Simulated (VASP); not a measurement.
# Al2O3 (Pnnm) in VASP: a series of runs

The runs below take Al2O3 through single point, with LDA.

Everything below comes from runs of VASP 6.6.1. Logs are shortened: lines on timing, memory, paths and dates and some standing lists are left out, and cuts for length are marked.

## Step 1: The cell of the first run

The structure is orthorhombic, space group Pnnm (No. 58). Conventional cell: a = 4.409 Å, b = 9.956 Å, c = 2.975 Å, α = 90.00°, β = 90.00°, γ = 90.00°. Within 2.3 Å of Al (site symmetry m) lie 4 O at 1.72 to 1.77 Å. Within 2.3 Å of O (site symmetry m) lie 3 Al at 1.77 Å. Within 2.3 Å of O (site symmetry 2/m) lie 2 Al at 1.72 Å.

## Step 2: Single point, LDA (strain -0.0400 x Voigt [1, -1, 0, 0, 0, 0])

File INCAR:

```
  ALGO = Normal
  EDIFF = 1E-6
  ENCUT = 520
  GGA = CA
  ISIF = 2
  ISMEAR = 0
  LASPH = True
  LCHARG = False
  LREAL = False
  LWAVE = False
  NBANDS = 35
  NELM = 100
  PREC = Accurate
  SIGMA = 0.05
```

File KPOINTS:

```
k-points
0
Gamma
  6 4 8
```

File POSCAR:

```
Al2O3
1.0
    4.4088822837      0.0000000000      0.0000000000
    0.0000000000      9.9560459829      0.0000000000
    0.0000000000      0.0000000000      2.9745879034
Al O
4 6
Direct
    0.4138788494      0.3309999366      0.5000000000
    0.5861211506      0.6690000634      0.5000000000
    0.9138788494      0.1690000634      0.0000000000
    0.0861211506      0.8309999366      0.0000000000
    0.7315554251      0.2226862107      0.5000000000
    0.0000000000      0.0000000000      0.0000000000
    0.7684445749      0.7226862107      0.0000000000
    0.2315554251      0.2773137893      0.0000000000
    0.2684445749      0.7773137893      0.5000000000
    0.5000000000      0.5000000000      0.5000000000
```

Potentials or basis: VASP PAW LDA potentials, release 64 (Al, O).

Command:

```
$ cat potpaw_LDA.64/Al/POTCAR potpaw_LDA.64/O/POTCAR > POTCAR
$ mpirun -np 1 vasp_std > vasp.out
```

OUTCAR:

```text
EDIFF = 1E-6
   ENCUT = 520
   GGA = CA
   ISIF = 2
   ISMEAR = 0
   LASPH = True
   LREAL = False
   NELM = 100
   PREC = Accurate

 ion  position               nearest neighbor table
   1  0.414  0.331  0.500-  10 1.72   5 1.77   8 1.77   8 1.77   3 3.11   3 3.11   3 3.11   3 3.11

   2  0.586  0.669  0.500-  10 1.72   9 1.77   7 1.77   7 1.77   4 3.11   4 3.11   4 3.11   4 3.11

   3  0.914  0.169  0.000-   6 1.72   8 1.77   5 1.77   5 1.77   1 3.11   1 3.11   1 3.11   1 3.11

   4  0.086  0.831  0.000-   6 1.72   7 1.77   9 1.77   9 1.77   2 3.11   2 3.11   2 3.11   2 3.11

   5  0.732  0.223  0.500-   1 1.77   3 1.77   3 1.77
   6  0.000  0.000  0.000-   3 1.72   4 1.72
   7  0.768  0.723  0.000-   4 1.77   2 1.77   2 1.77
   8  0.232  0.277  0.000-   3 1.77   1 1.77   1 1.77
   9  0.268  0.777  0.500-   2 1.77   4 1.77   4 1.77
  10  0.500  0.500  0.500-   1 1.72   2 1.72

  LATTYP: Found a simple orthorhombic cell.
 ALAT       =     2.9745879034
 B/A-ratio  =     1.4821825499
 C/A-ratio  =     3.3470337089

  Lattice vectors:

 A1 = (   0.0000000000,   0.0000000000,   2.9745879034)
 A2 = (   4.4088822837,   0.0000000000,   0.0000000000)
 A3 = (   0.0000000000,   9.9560459829,   0.0000000000)

Analysis of symmetry for initial positions (statically):
=====================================================================
 Subroutine PRICEL returns:
 Original cell was already a primitive cell.

 Routine SETGRP: Setting up the symmetry group for a
 simple orthorhombic supercell.

 Subroutine GETGRP returns: Found  8 space group operations
 (whereof  4 operations were pure point group operations)
 out of a pool of  8 trial point group operations.

The static configuration has the point symmetry C_2h.
 The point group associated with its full space group is D_2h.

Analysis of symmetry for dynamics (positions and initial velocities):
=====================================================================
 Subroutine PRICEL returns:
 Original cell was already a primitive cell.

 Routine SETGRP: Setting up the symmetry group for a
 simple orthorhombic supercell.

 Subroutine GETGRP returns: Found  8 space group operations
 (whereof  4 operations were pure point group operations)
 out of a pool of  8 trial point group operations.

The dynamic configuration has the point symmetry C_2h.
 The point group associated with its full space group is D_2h.

 Subroutine INISYM returns: Found  8 space group operations
 (whereof  4 operations are pure point group operations),
 and found     1 'primitive' translations

----------------------------------------------------------------------------------------

                                     Primitive cell

  volume of cell :     130.5696

  direct lattice vectors                    reciprocal lattice vectors
     4.408882284  0.000000000  0.000000000     0.226814856  0.000000000  0.000000000
     0.000000000  9.956045983  0.000000000     0.000000000  0.100441481  0.000000000
     0.000000000  0.000000000  2.974587903     0.000000000  0.000000000  0.336181022

  length of vectors
     4.408882284  9.956045983  2.974587903     0.226814856  0.100441481  0.336181022

  position of ions in fractional coordinates (direct lattice)
     0.413878849  0.330999937  0.500000000
     0.586121151  0.669000063  0.500000000
     0.913878849  0.169000063  0.000000000
     0.086121151  0.830999937  0.000000000
     0.731555425  0.222686211  0.500000000
     0.000000000  0.000000000  0.000000000
     0.768444575  0.722686211  0.000000000
     0.231555425  0.277313789  0.000000000
     0.268444575  0.777313789  0.500000000
     0.500000000  0.500000000  0.500000000

  ion indices of the primitive-cell ions
   primitive index   ion index
                 1           1
                 2           2
                 3           3
                 4           4
                 5           5
                 6           6
                 7           7
                 8           8
                 9           9
                10          10

----------------------------------------------------------------------------------------

 KPOINTS: k-points

Automatic generation of k-mesh.
 Grid dimensions read from file:
 generate k-points for:    6    4    8

 Generating k-lattice:

  Cartesian coordinates                     Fractional coordinates (reciprocal lattice)
     0.037802476  0.000000000  0.000000000     0.166666667  0.000000000  0.000000000
     0.000000000  0.025110370  0.000000000     0.000000000  0.250000000  0.000000000
     0.000000000  0.000000000  0.042022628     0.000000000  0.000000000  0.125000000

  Length of vectors
     0.037802476  0.025110370  0.042022628

  Shift w.r.t. Gamma in fractional coordinates (k-lattice)
     0.000000000  0.000000000  0.000000000

 Subroutine IBZKPT returns following result:
 ===========================================

 Found     60 irreducible k-points:

 Following reciprocal coordinates:
            Coordinates               Weight
  0.000000  0.000000  0.000000      1.000000
  0.166667  0.000000  0.000000      2.000000
  0.333333  0.000000  0.000000      2.000000
  0.500000  0.000000  0.000000      1.000000
  0.000000  0.250000  0.000000      2.000000
  0.166667  0.250000  0.000000      4.000000
[... 16 lines left out ...]
  0.333333  0.500000  0.125000      4.000000
  0.500000  0.500000  0.125000      2.000000
 [... further k-points ...]
   k-points           NKPTS =     60   k-points in BZ     NKDIM =     60   number of bands    NBANDS=     35
   number of dos      NEDOS =    301   number of ions     NIONS =     10
   total plane-waves  NPLWV =  69120
   dimension x,y,z NGX =    36 NGY =   80 NGZ =   24
   dimension x,y,z NGXF=    72 NGYF=  160 NGZF=   48
   ions per type =               4   6
   NGX,Y,Z   is equivalent  to a cutoff of  13.57, 13.36, 13.41 a.u.
   NGXF,Y,Z  is equivalent  to a cutoff of  27.15, 26.72, 26.83 a.u.
 SYSTEM =  unknown system
   PREC   = accura    normal or accurate (medium, high low for compatibility)
   ISTART =      0    job   : 0-new  1-cont  2-samecut
   ICHARG =      2    charge: 1-file 2-atom 10-const
   ISPIN  =      1    spin polarized calculation?
   LNONCOLLINEAR =      F non collinear calculations
   LSORBIT =      F    spin-orbit coupling
   LASPH  =      T    aspherical Exc in radial PAW
   ENCUT  =  520.0 eV  38.22 Ry    6.18 a.u.   8.20 18.51  5.53*2*pi/ulx,y,z
   NELM   =    100;   NELMIN=  2; NELMDL= -5     # of ELM steps
   EDIFF  = 0.1E-05   stopping-criterion for ELM
   LREAL  =      F    real-space projection
   EDIFFG = 0.1E-04   stopping-criterion for IOM
   NSW    =      0    number of steps for IOM
   IBRION =     -1    ionic relax: 0-MD 1-quasi-New 2-CG
   NFREE  =      0    steps in history (QN), initial steepest desc. (CG)
   ISIF   =      2    stress and relaxation
   ISYM   =      2    0-nonsym 1-usesym 2-fastsym
   POTIM  = 0.5000    time-step for ionic-motion
   TEBEG  =    0.0;   TEEND  =   0.0 temperature during run
   PSTRESS=    0.0 pullay stress
   NELECT =      48.0000    total number of electrons
   NUPDOWN=      -1.0000    fix difference up-down
   EMIN   =  10.00;   EMAX   =-10.00  energy-range for DOS
   EFERMI =   0.00;   METHOD = LEGACY
   ISMEAR =     0;   SIGMA  =   0.05  broadening in eV -4-tet -1-fermi 0-gaus
   EFERMI_NEDOS =   21; number of points for ismear=-14 and -15
   IALGO  =     38    algorithm
   IMIX   =      4    mixing-type and parameters
     AMIX     =   0.40;   BMIX     =  1.00
     AMIX_MAG =   1.60;   BMIX_MAG =  1.00
  volume/ion in A,a.u.               =      13.06        88.11
  Fermi-wavevector in a.u.,A,eV,Ry     =   1.172756  2.216188 18.712878  1.375358
  Thomas-Fermi vector in A             =   2.309180
   LORBIT       =      0    0 simple, 1 ext, 2 COOP (PROOUT), +10 PAW based schemes
   GGA     = CA    functional components
   LHFCALC =     F    Hartree Fock is set to
   AEXX    =    0.0000 exact exchange contribution
   IVDW    =     0    specifies the selected vdW correction
   LEPSILON=     F    determine dielectric tensor
   LRPA    =     F    only Hartree local field effects (RPA)
 non-spin polarized calculation
 Gauss-broadening in eV      SIGMA  =   0.05
  energy-cutoff  :      520.00
  volume of cell :      130.57
 maximum number of plane-waves:      3552
 NGX is ok and might be reduce to    36
   NGX = 17   NGY = 37   NGZ = 11

 number of electron      47.9999991 magnetization

 Free energy of the ion-electron system (eV)
  ---------------------------------------------------
  ext. energy  EPLUGINS =         0.00000000
  ---------------------------------------------------
  free energy    TOTEN  =       -80.68510864 eV

  energy without entropy =      -80.68510864  energy(sigma->0) =      -80.68510864

 E-fermi :   2.6335     XC(G=0):  -9.5852

 val. band max:        2.4153098177   @ k =   0.0000   0.0000   0.0000
 cond. band min:       5.4658906817   @ k =   0.0000   0.0000   0.0000
 fundamental gap:      3.0505808640
 Fermi energy:         2.6334905827

 k-point     1 :       0.0000    0.0000    0.0000
  band No.  band energies     occupation
      1     -17.2063      2.00000
      2     -17.1543      2.00000
      3     -15.6825      2.00000
      4     -15.6662      2.00000
      5     -13.8574      2.00000
      6     -13.7430      2.00000
[... 27 lines left out ...]
     34      12.8486      0.00000
     35      13.9027      0.00000

 k-point     2 :       0.1667    0.0000    0.0000
  band No.  band energies     occupation
      1     -17.1195      2.00000
      2     -17.0686      2.00000
      3     -15.8051      2.00000
      4     -15.7842      2.00000
      5     -13.8434      2.00000
      6     -13.7457      2.00000
[... 27 lines left out ...]
     34      12.4429      0.00000
     35      13.6261      0.00000

 k-point     3 :       0.3333    0.0000    0.0000
  band No.  band energies     occupation
      1     -16.8735      2.00000
      2     -16.8262      2.00000
      3     -16.1205      2.00000
      4     -16.0892      2.00000
      5     -13.8112      2.00000
      6     -13.7562      2.00000
[... 27 lines left out ...]
     34      11.9962      0.00000
     35      13.3278      0.00000

 k-point     4 :       0.5000    0.0000    0.0000
  band No.  band energies     occupation
      1     -16.5139      2.00000
      2     -16.5139      2.00000
      3     -16.4732      2.00000
      4     -16.4732      2.00000
      5     -13.7786      2.00000
      6     -13.7786      2.00000
[... 27 lines left out ...]
     34      12.1058      0.00000
     35      13.2511      0.00000

 k-point     5 :       0.0000    0.2500    0.0000
  band No.  band energies     occupation
      1     -17.1990      2.00000
      2     -17.1621      2.00000
      3     -15.6799      2.00000
      4     -15.6685      2.00000
      5     -13.8408      2.00000
      6     -13.7599      2.00000
[... 638 lines left out ...]
 k-point    22 :       0.1667    0.5000    0.1250
  band No.  band energies     occupation
      1     -16.9931      2.00000
      2     -16.9931      2.00000
      3     -15.7724      2.00000
      4     -15.7724      2.00000
      5     -13.7529      2.00000
      6     -13.7529      2.00000
[... 27 lines left out ...]
     34      13.0422      0.00000
     35      13.2492      0.00000

 k-point    23 :       0.3333    0.5000    0.1250
  band No.  band energies     occupation
      1     -16.7611      2.00000
      2     -16.7611      2.00000
      3     -16.0597      2.00000
      4     -16.0597      2.00000
      5     -13.7425      2.00000
      6     -13.7425      2.00000
[... 27 lines left out ...]
     34      12.7970      0.00000
     35      13.2207      0.00000

 k-point    24 :       0.5000    0.5000    0.1250
  band No.  band energies     occupation
      1     -16.4411      2.00000
      2     -16.4411      2.00000
      3     -16.4068      2.00000
      4     -16.4068      2.00000
      5     -13.7374      2.00000
      6     -13.7374      2.00000
[... 27 lines left out ...]
     34      12.7964      0.00000
     35      13.2491      0.00000

 [... further k-points ...]

------------------------ aborting loop because EDIFF is reached ----------------------------------------

  FORCE on cell =-STRESS in cart. coord.  units (eV):
  Direction    XX          YY          ZZ          XY          YZ          ZX
  --------------------------------------------------------------------------------------
  -------------------------------------------------------------------------------------
  Total        3.7103686     -9.7526823      2.9976090      0.0000000      0.0000000      0.0000000
  in kB       45.5287195   -119.6719737     36.7826797      0.0000000      0.0000000      0.0000000
  external PRESSURE =     -12.4535249 kB  Pullay stress =       0.0000000 kB

 VOLUME and BASIS-vectors are now :
 -----------------------------------------------------------------------------
  energy-cutoff  :      520.00
  volume of cell :      130.57
      direct lattice vectors                 reciprocal lattice vectors
     4.408882284  0.000000000  0.000000000     0.226814856  0.000000000  0.000000000
     0.000000000  9.956045983  0.000000000     0.000000000  0.100441481  0.000000000
     0.000000000  0.000000000  2.974587903     0.000000000  0.000000000  0.336181022

 POSITION                                       TOTAL-FORCE (eV/Angst)
 -----------------------------------------------------------------------------------
      1.82474      3.29545      1.48729         0.157680      1.694007      0.000000
      2.58414      6.66060      1.48729        -0.157680     -1.694007      0.000000
      4.02918      1.68257      0.00000         0.157680     -1.694007      0.000000
      0.37970      8.27347      0.00000        -0.157680      1.694007     -0.000000
      3.22534      2.21707      1.48729         0.109655     -0.137850     -0.000000
      0.00000      0.00000      0.00000         0.000000      0.000000      0.000000
      3.38798      7.19510      0.00000        -0.109655     -0.137850      0.000000
      1.02090      2.76095      0.00000         0.109655      0.137850     -0.000000
      1.18354      7.73897      1.48729        -0.109655      0.137850      0.000000
      2.20444      4.97802      1.48729         0.000000      0.000000      0.000000
 -----------------------------------------------------------------------------------
    total drift:                               -0.000000      0.000000      0.000000

  FREE ENERGIE OF THE ION-ELECTRON SYSTEM (eV)
  ---------------------------------------------------
  free  energy   TOTEN  =       -80.6851086388 eV

  energy  without entropy=      -80.6851086388  energy(sigma->0) =      -80.68510864
```

It took 2.5 min on 1 thread of AMD EPYC 9R45 (Zen 5), shared host; peak memory 0.29 GiB.

Results:

```
Free energy            : -80.6851 eV
Pressure               : -1.2 GPa
Largest force          : 1.701 eV/Å
Band gap on the k mesh : 3.05 eV
```

Forces in eV/Å, atoms in the order of the input:
```
Al   0.158  1.694  0.000
Al  -0.158 -1.694  0.000
Al   0.158 -1.694  0.000
Al  -0.158  1.694  0.000
O    0.110 -0.138  0.000
O    0.000  0.000  0.000
O   -0.110 -0.138  0.000
O    0.110  0.138  0.000
O   -0.110  0.138  0.000
O    0.000  0.000  0.000
```

Levels at points of the mesh, in eV from the valence-band top:
| k point | band 20 | band 21 | band 22 | band 23 | band 24 | band 25 | band 26 | band 27 | band 28 | band 29 |
| --- | --- | --- | --- | --- | --- | --- | --- | --- | --- | --- |
| (0.00, 0.00, 0.00) | -2.08 | -1.39 | -0.80 | -0.05 | 0.00 | 3.05 | 4.95 | 5.74 | 5.79 | 6.35 |
| (0.50, 0.00, 0.00) | -2.97 | -1.31 | -1.31 | -0.01 | -0.01 | 5.54 | 5.54 | 6.21 | 6.21 | 7.07 |
| (0.00, 0.50, 0.00) | -2.21 | -1.08 | -1.08 | -0.02 | -0.02 | 3.77 | 3.77 | 6.03 | 6.03 | 6.98 |
| (0.50, 0.50, 0.00) | -3.17 | -1.24 | -1.24 | -0.01 | -0.01 | 5.45 | 5.45 | 6.14 | 6.14 | 7.61 |
| (0.00, 0.00, 0.50) | -3.00 | -1.78 | -1.78 | -0.82 | -0.82 | 6.38 | 6.38 | 6.83 | 6.83 | 7.71 |
| (0.50, 0.00, 0.50) | -2.57 | -1.85 | -1.85 | -0.96 | -0.96 | 6.34 | 6.34 | 7.88 | 7.88 | 7.94 |
| (0.00, 0.50, 0.50) | -3.05 | -1.82 | -1.82 | -0.77 | -0.77 | 6.20 | 6.20 | 7.33 | 7.33 | 7.36 |
| (0.50, 0.50, 0.50) | -2.49 | -1.87 | -1.87 | -1.00 | -1.00 | 6.53 | 6.53 | 7.54 | 7.54 | 8.01 |

Caveat: the cell differs from its parent crystal (strain -0.0400 x Voigt [1, -1, 0, 0, 0, 0]); the stress differs along the axes, from -12 to 5 GPa; forces of over 1 eV/Å act on the atoms, so gaps and moduli don't describe the material at rest. A k mesh can miss the band edges.

## Step 3: Single point, LDA (strain +0.0400 x Voigt [1, -1, 0, 0, 0, 0])

File INCAR:

```
  PREC = Accurate
  ENCUT = 520
  EDIFF = 1E-6
  ISMEAR = 0
  SIGMA = 0.05
  LREAL = F
  LASPH = T
  NELM = 60
  ALGO = Normal
  ISIF = 2
  LWAVE = F
  LCHARG = F
  NBANDS = 35
```

File KPOINTS:

```
Automatic mesh
0
Gamma
  6 4 8
```

Edit POSCAR of step 2 so:

```diff
@@ -2,4 +2,4 @@
 1.0
-    4.4088822837      0.0000000000      0.0000000000
-    0.0000000000      9.9560459829      0.0000000000
+    4.7762891407      0.0000000000      0.0000000000
+    0.0000000000      9.1901962919      0.0000000000
     0.0000000000      0.0000000000      2.9745879034
```

Potentials or basis: VASP PAW LDA potentials, release 64 (Al, O).

Command:

```
$ cat potpaw_LDA.64/Al/POTCAR potpaw_LDA.64/O/POTCAR > POTCAR
$ mpirun -np 1 vasp_std > vasp.out
```

Wall time 2.5 min (1 thread of AMD EPYC 9R45 (Zen 5), shared host); peak memory 0.28 GiB.

Results (log left out):

- Free energy: -80.5848 eV
- Pressure: 4.3 GPa
- Largest force: 2.388 eV/Å
- Band gap on the k mesh: 3.83 eV

Forces in eV/Å, atoms in the order of the input:
```
Al  -0.438 -2.348  0.000
Al   0.438  2.348  0.000
Al  -0.438  2.348  0.000
Al   0.438 -2.348  0.000
O   -0.100  0.076  0.000
O    0.000  0.000  0.000
O    0.100  0.076  0.000
O   -0.100 -0.076  0.000
O    0.100 -0.076  0.000
O    0.000  0.000  0.000
```

Stress tensor (GPa, compression positive):
```
-3.17  0.00  0.00
 0.00 18.18  0.00
 0.00  0.00 -2.11
```

Levels at points of the mesh, in eV from the valence-band top:
| k point | band 21 | band 22 | band 23 | band 24 | band 25 | band 26 | band 27 | band 28 |
| --- | --- | --- | --- | --- | --- | --- | --- | --- |
| (0.00, 0.00, 0.00) | -1.31 | -0.26 | -0.09 | 0.00 | 3.83 | 5.59 | 6.71 | 6.82 |
| (0.50, 0.00, 0.00) | -0.85 | -0.85 | -0.04 | -0.04 | 6.23 | 6.23 | 7.07 | 7.07 |
| (0.00, 0.50, 0.00) | -0.67 | -0.67 | -0.04 | -0.04 | 4.53 | 4.53 | 7.01 | 7.01 |
| (0.50, 0.50, 0.00) | -0.72 | -0.72 | -0.04 | -0.04 | 6.34 | 6.34 | 6.62 | 6.62 |
| (0.00, 0.00, 0.50) | -1.30 | -1.30 | -0.63 | -0.63 | 7.31 | 7.31 | 7.85 | 7.85 |
| (0.50, 0.00, 0.50) | -1.50 | -1.50 | -0.55 | -0.55 | 7.27 | 7.27 | 8.42 | 8.42 |
| (0.00, 0.50, 0.50) | -1.58 | -1.58 | -0.46 | -0.46 | 7.14 | 7.14 | 8.21 | 8.21 |
| (0.50, 0.50, 0.50) | -1.37 | -1.37 | -0.69 | -0.69 | 7.42 | 7.42 | 8.26 | 8.26 |

Caveat: the cell differs from its parent crystal (strain +0.0400 x Voigt [1, -1, 0, 0, 0, 0]); the stress differs along the axes, from -3 to 18 GPa; forces of over 1 eV/Å act on the atoms, so gaps and moduli don't describe the material at rest.

(Continued in part 2 of 2.)
